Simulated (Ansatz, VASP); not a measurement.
**NiSb in VASP and in Ansatz**

The input INCAR:

```
SYSTEM = NiSb
PREC = Accurate ; ENCUT = 520
EDIFF = 1E-7 ; ISMEAR = 0
SIGMA = 0.05 ; LREAL = .False.
LASPH = .True. ; NELM = 150
ALGO = Normal ; ISIF = 2
LWAVE = .False. ; LCHARG = .False.
ISPIN = 2 ; MAGMOM = 0.05 0
LORBIT = 11 ; LMAXMIX = 4
GGA = PE ; NBANDS = 18
```

File KPOINTS:

```
Automatic mesh
0
Gamma
  12 12 12
  0 0 0
```

The input POSCAR:

```
NiSb
1.0
    0.0000000000      2.6337378275      2.6337378275
    2.6337378275      0.0000000000      2.6337378275
    2.6337378275      2.6337378275      0.0000000000
Ni Sb
1 1
Direct
    0.5000000000      0.5000000000      0.5000000000
    0.0379688513      0.0379688513     -0.0379688513
```

Input for Ansatz:

```yaml
crystal:
  lattice:
    - [0.0, 2.6337378275, 2.6337378275]
    - [2.6337378275, 0.0, 2.6337378275]
    - [2.6337378275, 2.6337378275, 0.0]
  atoms:
    - { symbol: Ni, position: [0.5, 0.5, 0.5], spin: 0.05 }
    - { symbol: Sb, position: [0.0379688513, 0.0379688513, -0.0379688513] }
basis:
  ecutwfc: 420
  ecutrho_ratio: 4
kpoints:
  mp_grid: { grid: [12, 12, 12] }
hamiltonian:
  xc: pbe
scf:
  occupations: { method: gaussian, width: 0.05 }
  lower_state_search: "off"
output:
  forces: true
  stress: true
  eigenvalues: true
  populations: true
  write_density: true
  write_potential: true
  elf: true
  volumetric_format: npy
magnetization:
  spin_polarized: true
checkpoint:
  read: start.run
  write: ck
  compress: false
  write_wavefunctions: false
  write_every: 100000
```

Alike in both runs: task single point; functional PBE; k mesh 12 × 12 × 12; occupations gaussian, width 0.05 eV; collinear spin.

|  | VASP | Ansatz |
| --- | --- | --- |
| version | VASP 6.6.1 | Ansatz 0.2.0 |
| potentials or method | VASP PAW PBE potentials, release 64 (Ni, Sb), cutoff 520 eV | scalar-relativistic, plane waves, PAW |
| valence electrons in the cell | 15 | 33 |

|  | VASP | Ansatz | Ansatz less VASP |
| --- | --- | --- | --- |
| gap on the k mesh at the Fermi level (eV) | none | none | - |
| pressure (GPa) | 1.7 | 1.8 | +0.13 |
| traceless stress, the component that is largest in VASP (GPa) | 3.94 | 4.01 | +0.066 |
| rms of the force components (eV/Å) | 0.498 | 0.505 | +0.0069 |
| net moment per atom (μB) | 0.00 | 0.00 | 0.000 |

Atom by atom the forces differ by 0.007 eV/Å (rms over components). A gap of «none» marks a metal or a gap that the smearing closes. With one functional, cell and mesh, what is left measures potentials, basis and numerics. VASP's potentials hold 15 valence electrons a cell and Ansatz's 33, so a difference there can come from the potentials and not from the codes. Ansatz's warnings: seeded moment not kept.

Neither program's run includes spin-orbit coupling.
